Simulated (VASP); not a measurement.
# BiTe (R-3m) in VASP: notebook

BiTe is run at these levels: PBEsol, LDA; tasks: single point.

Program: VASP 6.6.1. These are calculated values, not measurements. Logs are shortened: lines on timing, memory, paths and dates and some standing lists are left out, and cuts for length are marked.

### 1 The cell of the first run

The structure is trigonal, space group R-3m (No. 166). Conventional cell: a = 4.845 Å, b = 4.845 Å, c = 9.952 Å, α = 90.00°, β = 90.00°, γ = 120.00°. Bi (site symmetry -3m) has 6 Te at 3.25 Å within 4.3 Å. Within 4.3 Å of Te (site symmetry -3m) lie 6 Bi at 3.25 Å.

### 2 Single point, PBEsol

File INCAR:

```
PREC = Accurate
ENCUT = 520
EDIFF = 1E-6
ISMEAR = -1
SIGMA = 0.05
LREAL = False
LASPH = True
NELM = 80
ALGO = Normal
ISIF = 2
LWAVE = False
LCHARG = False
GGA = PS
NBANDS = 18
```

File KPOINTS:

```
regular mesh
0
Gamma
  5 5 5
```

File POSCAR:

```
BiTe
1.0
    2.4227077728      1.3987509848      3.3172919545
   -2.4227077728      1.3987509848      3.3172919545
    0.0000000000     -2.7975019696      3.3172919545
Bi Te
1 1
Direct
    0.5000000000      0.5000000000      0.5000000000
    0.0000000000      0.0000000000      0.0000000000
```

Potentials or basis: VASP PAW PBE potentials, release 64 (Bi_d, Te).

The run is started by

```sh
$ cat potpaw_PBE.64/Bi_d/POTCAR potpaw_PBE.64/Te/POTCAR > POTCAR
$ mpirun -np 1 vasp_std > vasp.out
```

OUTCAR:

```text
PREC = Accurate
   ENCUT = 520
   EDIFF = 1E-6
   ISMEAR = -1
   LREAL = False
   LASPH = True
   NELM = 80
   ISIF = 2
   GGA = PS

 ion  position               nearest neighbor table
   1  0.500  0.500  0.500-   2 3.25   2 3.25   2 3.25   2 3.25   2 3.25   2 3.25
   2  0.000  0.000  0.000-   1 3.25   1 3.25   1 3.25   1 3.25   1 3.25   1 3.25

  LATTYP: Found a trigonal (rhomboedric) cell.
 ALAT       =     4.3394058558
 COS(alpha) =     0.3765932224

  Lattice vectors:

 A1 = (   2.4227077728,   1.3987509848,   3.3172919545)
 A2 = (  -2.4227077728,   1.3987509848,   3.3172919545)
 A3 = (   0.0000000000,  -2.7975019696,   3.3172919545)

Analysis of symmetry for initial positions (statically):
=====================================================================
 Subroutine PRICEL returns:
 Original cell was already a primitive cell.

 Routine SETGRP: Setting up the symmetry group for a
 trigonal (rhombohedral) supercell.

 Subroutine GETGRP returns: Found 12 space group operations
 (whereof 12 operations were pure point group operations)
 out of a pool of 12 trial point group operations.

The static configuration has the point symmetry D_3d.

Analysis of symmetry for dynamics (positions and initial velocities):
=====================================================================
 Subroutine PRICEL returns:
 Original cell was already a primitive cell.

 Routine SETGRP: Setting up the symmetry group for a
 trigonal (rhombohedral) supercell.

 Subroutine GETGRP returns: Found 12 space group operations
 (whereof 12 operations were pure point group operations)
 out of a pool of 12 trial point group operations.

The dynamic configuration has the point symmetry D_3d.

 Subroutine INISYM returns: Found 12 space group operations
 (whereof 12 operations are pure point group operations),
 and found     1 'primitive' translations

----------------------------------------------------------------------------------------

                                     Primitive cell

  volume of cell :      67.4491

  direct lattice vectors                    reciprocal lattice vectors
[... 73 lines left out ...]
   ISTART =      0    job   : 0-new  1-cont  2-samecut
   ICHARG =      2    charge: 1-file 2-atom 10-const
   ISPIN  =      1    spin polarized calculation?
   LNONCOLLINEAR =      F non collinear calculations
   LSORBIT =      F    spin-orbit coupling
   LASPH  =      T    aspherical Exc in radial PAW
   ENCUT  =  520.0 eV  38.22 Ry    6.18 a.u.   8.07  8.07  8.07*2*pi/ulx,y,z
   NELM   =     80;   NELMIN=  2; NELMDL= -5     # of ELM steps
   EDIFF  = 0.1E-05   stopping-criterion for ELM
   LREAL  =      F    real-space projection
   EDIFFG = 0.1E-04   stopping-criterion for IOM
   NSW    =      0    number of steps for IOM
   IBRION =     -1    ionic relax: 0-MD 1-quasi-New 2-CG
   NFREE  =      0    steps in history (QN), initial steepest desc. (CG)
   ISIF   =      2    stress and relaxation
   ISYM   =      2    0-nonsym 1-usesym 2-fastsym
   POTIM  = 0.5000    time-step for ionic-motion
   TEBEG  =    0.0;   TEEND  =   0.0 temperature during run
   PSTRESS=    0.0 pullay stress
   NELECT =      21.0000    total number of electrons
   NUPDOWN=      -1.0000    fix difference up-down
   EMIN   =  10.00;   EMAX   =-10.00  energy-range for DOS
   EFERMI =   0.00;   METHOD = LEGACY
   ISMEAR =    -1;   SIGMA  =   0.05  broadening in eV -4-tet -1-fermi 0-gaus
   EFERMI_NEDOS =   21; number of points for ismear=-14 and -15
   IALGO  =     38    algorithm
   IMIX   =      4    mixing-type and parameters
     AMIX     =   0.40;   BMIX     =  1.00
     AMIX_MAG =   1.60;   BMIX_MAG =  1.00
  volume/ion in A,a.u.               =      33.72       227.58
  Fermi-wavevector in a.u.,A,eV,Ry     =   1.109573  2.096789 16.750837  1.231152
  Thomas-Fermi vector in A             =   2.246114
   LORBIT       =      0    0 simple, 1 ext, 2 COOP (PROOUT), +10 PAW based schemes
   GGA     = PS    functional components
   LHFCALC =     F    Hartree Fock is set to
   AEXX    =    0.0000 exact exchange contribution
   IVDW    =     0    specifies the selected vdW correction
   LEPSILON=     F    determine dielectric tensor
   LRPA    =     F    only Hartree local field effects (RPA)
 non-spin polarized calculation
  energy-cutoff  :      520.00
  volume of cell :       67.45
 maximum number of plane-waves:      1825
   NGX = 17   NGY = 17   NGZ = 17

 number of electron      20.9999996 magnetization

 Free energy of the ion-electron system (eV)
  ---------------------------------------------------
  ext. energy  EPLUGINS =         0.00000000
  ---------------------------------------------------
  free energy    TOTEN  =        -7.98168294 eV

  energy without entropy =       -7.96855473  energy(sigma->0) =       -7.97511883

 E-fermi :   6.4312     XC(G=0):  -9.6330

 val. band max:        6.4199396288   @ k =  -0.4000   0.4000   0.4000
 cond. band min:       6.4427717775   @ k =  -0.2000   0.2000   0.0000
 fundamental gap:      0.0228321488
 Fermi energy:         6.4312324187

 k-point     1 :       0.0000    0.0000    0.0000
  band No.  band energies     occupation
      1     -16.6154      2.00000
      2     -16.6154      2.00000
      3     -16.6070      2.00000
      4     -16.6046      2.00000
      5     -16.6046      2.00000
      6      -6.9829      2.00000
[... 376 lines left out ...]
      5     -16.5963      2.00000
      6      -4.7473      2.00000
[... 10 lines left out ...]
     17      16.8938      0.00000
     18      18.0586      0.00000

------------------------ aborting loop because EDIFF is reached ----------------------------------------

  FORCE on cell =-STRESS in cart. coord.  units (eV):
  Direction    XX          YY          ZZ          XY          YZ          ZX
  --------------------------------------------------------------------------------------
  -------------------------------------------------------------------------------------
  Total       -1.1317767     -1.1317767     -0.9878868      0.0000000      0.0000000      0.0000000
  in kB      -26.8840650    -26.8840650    -23.4661261      0.0000000      0.0000000      0.0000000
  external PRESSURE =     -25.7447521 kB  Pullay stress =       0.0000000 kB

 VOLUME and BASIS-vectors are now :
 -----------------------------------------------------------------------------
  energy-cutoff  :      520.00
  volume of cell :       67.45
      direct lattice vectors                 reciprocal lattice vectors
     2.422707773  1.398750985  3.317291954     0.206380648  0.119153923  0.100483568
    -2.422707773  1.398750985  3.317291954    -0.206380648  0.119153923  0.100483568
     0.000000000 -2.797501970  3.317291954     0.000000000 -0.238307845  0.100483568

 POSITION                                       TOTAL-FORCE (eV/Angst)
 -----------------------------------------------------------------------------------
      0.00000      0.00000      4.97594         0.000000      0.000000     -0.000000
      0.00000      0.00000      0.00000        -0.000000     -0.000000      0.000000
 -----------------------------------------------------------------------------------
    total drift:                               -0.000000      0.000000     -0.000000

  FREE ENERGIE OF THE ION-ELECTRON SYSTEM (eV)
  ---------------------------------------------------
  free  energy   TOTEN  =        -7.9816829366 eV

  energy  without entropy=       -7.9685547251  energy(sigma->0) =       -7.97511883
```

OSZICAR:

```text
N       E                     dE             d eps       ncg     rms          rms(c)
DAV:   1     0.156962508443E+03    0.15696E+03   -0.10103E+04   684   0.113E+03
DAV:   2     0.397674468543E+01   -0.15299E+03   -0.14897E+03   734   0.302E+02
DAV:   3    -0.769692856400E+01   -0.11674E+02   -0.11580E+02   858   0.882E+01
DAV:   4    -0.801694898503E+01   -0.32002E+00   -0.31986E+00   818   0.154E+01
DAV:   5    -0.802635141726E+01   -0.94024E-02   -0.94018E-02   916   0.245E+00    0.597E+00
DAV:   6    -0.798153087529E+01    0.44821E-01   -0.13565E-01   974   0.231E+00    0.371E+00
DAV:   7    -0.798208100272E+01   -0.55013E-03   -0.29704E-02   796   0.921E-01    0.709E-01
DAV:   8    -0.798163552203E+01    0.44548E-03   -0.45798E-03   852   0.472E-01    0.126E-01
DAV:   9    -0.798168729321E+01   -0.51771E-04   -0.50689E-04   776   0.137E-01    0.516E-02
DAV:  10    -0.798168557184E+01    0.17214E-05   -0.31015E-05   876   0.335E-02    0.304E-02
DAV:  11    -0.798168367198E+01    0.18999E-05   -0.13486E-05   948   0.266E-02    0.614E-03
DAV:  12    -0.798168293661E+01    0.73537E-06   -0.24346E-06   538   0.131E-02
   1 F= -.79816829E+01 E0= -.79751188E+01  d E =-.131282E-01
```

Run time: 40 s. Hardware: 1 thread of AMD EPYC 7R13, shared host; peak memory 0.15 GiB.

Results:

```
Free energy : -7.9817 eV
Pressure    : -2.6 GPa
```

Caveat: the PAW data sets were made with another functional, which shifts forces and pressure a little; spin-orbit coupling is left out, which moves the levels of the heavy elements.

### 3 Single point, LDA

This run uses another cell than the first one, of 32.38 Å³/atom, 0.960 times its volume.

File INCAR:

```
SYSTEM = BiTe
  ALGO = Normal
  EDIFF = 1E-6
  ENCUT = 520
  GGA = CA
  ISIF = 2
  ISMEAR = -1
  LASPH = .True.
  LCHARG = .False.
  LREAL = .False.
  LWAVE = .False.
  NBANDS = 18
  NELM = 60
  PREC = Accurate
  SIGMA = 0.05
```

File KPOINTS:

```
k-points
0
Gamma
  7 7 7
  0 0 0
```

File POSCAR:

```
BiTe
1.0
    2.3899644647      1.3798466271      3.2724581889
   -2.3899644647      1.3798466271      3.2724581889
    0.0000000000     -2.7596932542      3.2724581889
Bi Te
1 1
Direct
    0.5000000000      0.5000000000      0.5000000000
    0.0000000000      0.0000000000      0.0000000000
```

Potentials or basis: VASP PAW LDA potentials, release 64 (Bi_d, Te).

The run is started by

```sh
$ cat potpaw_LDA.64/Bi_d/POTCAR potpaw_LDA.64/Te/POTCAR > POTCAR
$ mpirun -np 1 vasp_std > vasp.out
```

OUTCAR:

```text
SYSTEM = BiTe
   EDIFF = 1E-6
   ENCUT = 520
   GGA = CA
   ISIF = 2
   ISMEAR = -1
   LASPH = .True.
   LREAL = .False.
   NELM = 60
   PREC = Accurate

 ion  position               nearest neighbor table
   1  0.500  0.500  0.500-   2 3.21   2 3.21   2 3.21   2 3.21   2 3.21   2 3.21
   2  0.000  0.000  0.000-   1 3.21   1 3.21   1 3.21   1 3.21   1 3.21   1 3.21

  LATTYP: Found a trigonal (rhomboedric) cell.
 ALAT       =     4.2807580468
 COS(alpha) =     0.3765932224

  Lattice vectors:

[... 190 lines left out ...]
      5     -16.1715      2.00000
      6      -6.8104      2.00000
[... 481 lines left out ...]
      5     -16.1699      2.00000
      6      -5.5205      2.00000
[... 10 lines left out ...]
     17      16.1081      0.00000
     18      17.4108      0.00000

 [... further k-points ...]
[... 5 lines left out ...]
  --------------------------------------------------------------------------------------
  -------------------------------------------------------------------------------------
  Total       -0.5815544     -0.5815544     -0.6237156      0.0000000     -0.0000000      0.0000000
  in kB      -14.3897531    -14.3897531    -15.4329731      0.0000000     -0.0000000      0.0000000
  external PRESSURE =     -14.7374931 kB  Pullay stress =       0.0000000 kB

 VOLUME and BASIS-vectors are now :
 -----------------------------------------------------------------------------
  energy-cutoff  :      520.00
  volume of cell :       64.75
      direct lattice vectors                 reciprocal lattice vectors
     2.389964465  1.379846627  3.272458189     0.209208131  0.120786371  0.101860227
    -2.389964465  1.379846627  3.272458189    -0.209208131  0.120786371  0.101860227
     0.000000000 -2.759693254  3.272458189     0.000000000 -0.241572742  0.101860227

 POSITION                                       TOTAL-FORCE (eV/Angst)
 -----------------------------------------------------------------------------------
      0.00000      0.00000      4.90869        -0.000000      0.000000     -0.000000
      0.00000      0.00000      0.00000         0.000000      0.000000      0.000000
 -----------------------------------------------------------------------------------
    total drift:                               -0.000000      0.000000     -0.000000

  FREE ENERGIE OF THE ION-ELECTRON SYSTEM (eV)
  ---------------------------------------------------
  free  energy   TOTEN  =        -8.5199301917 eV

  energy  without entropy=       -8.5074453631  energy(sigma->0) =       -8.51368778
```

OSZICAR:

```text
N       E                     dE             d eps       ncg     rms          rms(c)
DAV:   1     0.158169513506E+03    0.15817E+03   -0.10056E+04  1584   0.115E+03
DAV:   2     0.386692786047E+01   -0.15430E+03   -0.15036E+03  1670   0.306E+02
DAV:   3    -0.819144303932E+01   -0.12058E+02   -0.11918E+02  1902   0.895E+01
DAV:   4    -0.855214265492E+01   -0.36070E+00   -0.36028E+00  2012   0.162E+01
DAV:   5    -0.856462288221E+01   -0.12480E-01   -0.12480E-01  2130   0.289E+00    0.637E+00
DAV:   6    -0.852204407812E+01    0.42579E-01   -0.11751E-01  2322   0.215E+00    0.396E+00
DAV:   7    -0.852063339387E+01    0.14107E-02   -0.27507E-02  1916   0.860E-01    0.615E-01
DAV:   8    -0.851990430448E+01    0.72909E-03   -0.48813E-03  2012   0.475E-01    0.129E-01
DAV:   9    -0.851993108565E+01   -0.26781E-04   -0.48828E-04  1748   0.126E-01    0.583E-02
DAV:  10    -0.851993007981E+01    0.10058E-05   -0.26709E-05  2056   0.308E-02    0.287E-02
DAV:  11    -0.851993019169E+01   -0.11188E-06   -0.80225E-06  2080   0.178E-02
   1 F= -.85199302E+01 E0= -.85136878E+01  d E =-.124848E-01
```

Wall time 32 s (1 thread of Intel Xeon 8259CL, shared host); peak memory 0.18 GiB.

What came out:

```yaml
Free_energy: -8.5199 eV
Pressure: -1.5 GPa
```

Stress tensor (GPa, compression positive):
```
-1.44  0.00  0.00
 0.00 -1.44  0.00
 0.00  0.00 -1.54
```

Caveat: spin-orbit coupling is left out, which moves the levels of the heavy elements.

### 4 Single point, LDA

This run uses another cell than the first one, of 33.05 Å³/atom, 0.980 times its volume.

File INCAR:

```
SYSTEM = BiTe
PREC = Accurate
ENCUT = 520
EDIFF = 1E-6
ISMEAR = -1
SIGMA = 0.05
LREAL = .FALSE.
LASPH = .TRUE.
NELM = 60
ALGO = Normal
ISIF = 2
LWAVE = .FALSE.
LCHARG = .FALSE.
NBANDS = 18
```

File KPOINTS:

```
regular mesh
0
G
  7 7 7
  0 0 0
```

File POSCAR:

```
BiTe
1.0
    2.4064474992      1.3893631114      3.2950275793
   -2.4064474992      1.3893631114      3.2950275793
    0.0000000000     -2.7787262229      3.2950275793
Bi Te
1 1
Direct
    0.5000000000      0.5000000000      0.5000000000
    0.0000000000      0.0000000000      0.0000000000
```

The run is started by

```sh
$ cat potpaw_LDA.64/Bi_d/POTCAR potpaw_LDA.64/Te/POTCAR > POTCAR
$ mpirun -np 1 vasp_std > vasp.out
```

Run time: 36 s. Hardware: 1 thread of Intel Xeon 8259CL, shared host; peak memory 0.19 GiB.

It converged, with:

```
Free energy : -8.5038 eV
Pressure    : -2.5 GPa
```

Stress tensor (GPa, compression positive):
```
-2.53  0.00  0.00
 0.00 -2.53  0.00
 0.00  0.00 -2.32
```

Levels at points of the mesh, in eV from the Fermi level:
```csv
k point,band 8,band 9,band 10,band 11,band 12,band 13
"(0.00, 0.00, 0.00)",-2.95,-2.95,-1.61,1.90,2.52,2.52
```

Caveat: spin-orbit coupling is left out, which moves the levels of the heavy elements.

### 5 Single point, LDA

File INCAR:

```
SYSTEM = BiTe
ALGO = Normal
EDIFF = 1E-6
ENCUT = 520
GGA = CA
ISIF = 2
ISMEAR = -1
LASPH = .True.
LCHARG = .False.
LREAL = .False.
LWAVE = .False.
NBANDS = 18
NELM = 80
PREC = Accurate
SIGMA = 0.05
```

File KPOINTS:

```
k-points
0
Gamma
  7 7 7
  0 0 0
```

File POSCAR:

```
BiTe
1.0
    2.4227077728      1.3987509848      3.3172919545
   -2.4227077728      1.3987509848      3.3172919545
    0.0000000000     -2.7975019696      3.3172919545
Bi Te
1 1
Direct
    0.5000000000      0.5000000000      0.5000000000
    0.0000000000      0.0000000000      0.0000000000
```

The run is started by

```sh
$ cat potpaw_LDA.64/Bi_d/POTCAR potpaw_LDA.64/Te/POTCAR > POTCAR
$ mpirun -np 1 vasp_std > vasp.out
```

Run time: 38 s. Hardware: 1 thread of Intel Xeon 8259CL, shared host; peak memory 0.19 GiB.

Results (log left out):

* Free energy: -8.4796 eV
* Pressure: -3.4 GPa

Stress tensor (GPa, compression positive):
```
-3.53  0.00  0.00
 0.00 -3.53  0.00
 0.00  0.00 -3.03
```

Levels at points of the mesh, in eV from the Fermi level:
```
           k point  band 8  band 9  band 10  band 11  band 12  band 13
(0.00, 0.00, 0.00)   -2.89   -2.89    -1.58     1.86     2.47     2.47
```

Caveat: spin-orbit coupling is left out, which moves the levels of the heavy elements.

### 6 Single point, LDA

This run uses another cell than the first one, of 34.40 Å³/atom, 1.020 times its volume.

File INCAR:

```
PREC     = Accurate       # precision mode
ENCUT    = 520            # plane-wave cutoff, eV
EDIFF    = 1E-6           # SCF threshold, eV
ISMEAR   = -1             # smearing method
SIGMA    = 0.05           # smearing width, eV
LREAL    = False          # projectors in reciprocal space
LASPH    = True           # aspherical terms in the spheres
NELM     = 100            # most SCF steps
ALGO     = Normal         # electronic algorithm
ISIF     = 2              # what is computed and relaxed
LWAVE    = False          # write WAVECAR
LCHARG   = False          # write CHGCAR
NBANDS   = 18             # bands
```

File KPOINTS:

```
Automatic mesh
0
Gamma
  7 7 7
```

File POSCAR:

```
BiTe
1.0
    2.4387526627      1.4080145063      3.3392614156
   -2.4387526627      1.4080145063      3.3392614156
    0.0000000000     -2.8160290126      3.3392614156
Bi Te
1 1
Direct
    0.5000000000      0.5000000000      0.5000000000
    0.0000000000      0.0000000000      0.0000000000
```

Potentials or basis: VASP PAW LDA potentials, release 64 (Bi_d, Te).

The run is started by

```sh
$ cat potpaw_LDA.64/Bi_d/POTCAR potpaw_LDA.64/Te/POTCAR > POTCAR
$ mpirun -np 1 vasp_std > vasp.out
```

It took 37 s on 1 thread of Intel Xeon 8259CL, shared host; peak memory 0.19 GiB.

It converged, with:

| Item | Value |
| --- | --- |
| Free energy | -8.4482 eV |
| Pressure | -4.2 GPa |

Stress tensor (GPa, compression positive):
```
-4.42  0.00  0.00
 0.00 -4.42  0.00
 0.00  0.00 -3.67
```

Levels at points of the mesh, in eV from the Fermi level:
```
           k point  band 8  band 9  band 10  band 11  band 12  band 13
(0.00, 0.00, 0.00)   -2.82   -2.82    -1.54     1.82     2.43     2.43
```

Caveat: spin-orbit coupling is left out, which moves the levels of the heavy elements.

### 7 Overview

| level | potentials or basis | cell | k mesh | gap on the mesh (eV) | pressure (GPa) |
| --- | --- | --- | --- | --- | --- |
| PBEsol | VASP PAW PBE potentials, release 64 (Bi_d, Te) | a = 4.339 Å, angles 67.9°, 2 atoms | 5 × 5 × 5 | none | -2.6 |
| LDA | VASP PAW LDA potentials, release 64 (Bi_d, Te) | a = 4.281 Å, angles 67.9°, 2 atoms | 7 × 7 × 7 | none | -1.5 |
| LDA | VASP PAW LDA potentials, release 64 (Bi_d, Te) | a = 4.310 Å, angles 67.9°, 2 atoms | 7 × 7 × 7 | none | -2.5 |
| LDA | VASP PAW LDA potentials, release 64 (Bi_d, Te) | a = 4.339 Å, angles 67.9°, 2 atoms | 7 × 7 × 7 | none | -3.4 |
| LDA | VASP PAW LDA potentials, release 64 (Bi_d, Te) | a = 4.368 Å, angles 67.9°, 2 atoms | 7 × 7 × 7 | none | -4.2 |

Alike in all rows: task single point; no spin polarisation; cutoff (eV) 520; smearing fermi-dirac 0.05 eV.

Caveats: spin-orbit coupling is left out, which moves the levels of the heavy elements; the PAW data sets were made with another functional, which shifts forces and pressure a little (some runs).

Absolute energies hang on the potentials; compare differences alone.
